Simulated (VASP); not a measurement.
Wanted: the native input for a VASP 6.6.1 run.

```yaml
Task: single point
Functional: r2SCAN
Potentials_or_basis: VASP PAW PBE potentials, release 64 (Ge_d, S)
Cutoff: 550 eV
k_mesh: 4 × 8 × 6
Occupations: gaussian, width 0.02 eV
Spin: no spin polarisation
Dipole_correction: no
Further_INCAR_settings: ALGO = Normal; EDIFF = 1e-06; NBANDS = 50
```

The system is GeS.

```
Ge S
1.0
    10.77404    0.00000    0.00000
     0.00000    3.66784    0.00000
     0.00000    0.00000    4.45128
Ge S
4 4
Direct
  0.12578 0.25000 0.63485
  0.87422 0.75000 0.36515
  0.37422 0.75000 0.13485
  0.62578 0.25000 0.86515
  0.84710 0.25000 0.00281
  0.15290 0.75000 0.99719
  0.65290 0.75000 0.50281
  0.34710 0.25000 0.49719
```

One way to write it, as run:

POSCAR

```
GeS
1.0
   10.7740382960      0.0000000000      0.0000000000
    0.0000000000      3.6678437518      0.0000000000
    0.0000000000      0.0000000000      4.4512819952
Ge S
4 4
Direct
    0.1257789690      0.2500000000      0.6348514297
    0.8742210310      0.7500000000      0.3651485703
    0.3742210310      0.7500000000      0.1348514297
    0.6257789690      0.2500000000      0.8651485703
    0.8471019409      0.2500000000      0.0028091294
    0.1528980591      0.7500000000      0.9971908706
    0.6528980591      0.7500000000      0.5028091294
    0.3471019409      0.2500000000      0.4971908706
```

INCAR.step1

```
SYSTEM = GeS
ALGO = Normal
EDIFF = 1E-5
ENCUT = 550
GGA = PE
GGA_COMPAT = .FALSE.
ISMEAR = 0
LASPH = .TRUE.
LCHARG = .FALSE.
LREAL = .FALSE.
LWAVE = .TRUE.
NBANDS = 50
NELM = 120
PREC = Accurate
SIGMA = 0.02
```

INCAR.step2

```
SYSTEM = GeS
ALGO = Normal
EDIFF = 1E-6
ENCUT = 550
GGA_COMPAT = .FALSE.
ISIF = 2
ISMEAR = 0
ISTART = 1
LASPH = .TRUE.
LCHARG = .FALSE.
LMIXTAU = .TRUE.
LREAL = .FALSE.
LWAVE = .FALSE.
METAGGA = R2SCAN
NBANDS = 50
NELM = 120
PREC = Accurate
SIGMA = 0.02
```

KPOINTS

```
k-points
0
G
  4 8 6
  0 0 0
```

Potentials or basis: VASP PAW PBE potentials, release 64 (Ge_d, S).

Command:

```bash
$ cat potpaw_PBE.64/Ge_d/POTCAR potpaw_PBE.64/S/POTCAR > POTCAR
$ cp INCAR.step1 INCAR
$ mpirun -np 1 vasp_std > vasp.out
$ cp INCAR.step2 INCAR
$ mpirun -np 1 vasp_std > vasp.out
```

Results of the run:

```yaml
Pressure: -1.5 GPa
Largest_force: 0.277 eV/Å
Band_gap_on_the_k_mesh: 1.45 eV
```

Caveat: the PAW data sets were made with another functional, which shifts forces and pressure a little.

Wall time 11 min on 1 thread of Intel(R) Xeon(R) 6975P-C (Granite Rapids), with other jobs on the host, peak memory 0.58 GiB.
